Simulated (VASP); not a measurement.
Ga2Te2O:

```
Ga Te O
1.0
    -2.07500    5.10000    2.60000
     2.07500   -5.10000    2.60000
     2.07500    5.10000   -2.60000
Ga Te O
2 2 1
Direct
  0.34500 0.00000 0.34500
  0.65500 0.00000 0.65500
  0.38000 0.25000 0.13000
  0.12000 0.25000 0.87000
  0.70000 0.20000 0.50000
```

This cell differs from its parent crystal: atoms taken out.

| Property | Result |
| --- | --- |
| Program | VASP 6.6.1 |
| Task | relaxation of cell and atoms |
| Functional | PBE |
| Potentials or basis | VASP PAW PBE potentials, release 64 (Ga_d, Te, O) |
| Cutoff | 600 eV |
| k mesh | 4 × 4 × 4 |
| Occupations | gaussian, width 0.15 eV |
| Spin | no spin polarisation |

At the start: pressure 18.9 GPa; volume 22.01 Å³/atom.

Problem. How do energy, volume and symmetry change on relaxing?

Solution. Over 14 steps the energy falls by 578.7 meV/atom and the volume is 27.92 Å³/atom (+26.8 %); space group Imm2 (No. 44, to 0.1 Å) before and after.

Step by step:
```
step  energy change (eV)  largest force (eV/Å)  pressure (GPa)  volume (Å³)
   1              0.0000                3.9057           18.87       110.06
   2             -2.0261                1.9542           -5.86       156.40
   3             -2.2901                2.1010           -2.24       140.86
   4             -2.7183                0.4044            0.16       138.73
   5             -2.7205                0.3784            0.51       138.57
   6             -2.8277                0.3098           -0.28       139.60
   7             -2.8520                0.2927           -0.68       140.28
   8             -2.8767                0.2032            0.24       137.88
   9             -2.8785                0.1949            0.57       137.05
  10             -2.8860                0.1930           -0.03       138.52
  11             -2.8861                0.2036           -0.07       138.59
  12             -2.8914                0.1192            0.01       139.32
  13             -2.8915                0.1289           -0.02       139.46
  14             -2.8937                0.0741            0.05       139.61
```

Final structure:
```
Ga Te O
1.0
    -2.11553    5.80780    2.84066
     2.11553   -5.80780    2.84066
     2.11553    5.80780   -2.84066
Ga Te O
2 2 1
Direct
  0.39123 0.02980 0.36143
  0.66837 0.02980 0.63857
  0.38439 0.22990 0.15449
  0.07541 0.22990 0.84551
  0.68060 0.18060 0.50000
```

Caveat: the cell differs from its parent crystal (atoms taken out); the volume moved by over 15 % at a fixed basis, so the end points are rough; the relaxation stopped at a loose force limit of 0.08 eV/Å, so its end isn't a converged minimum.
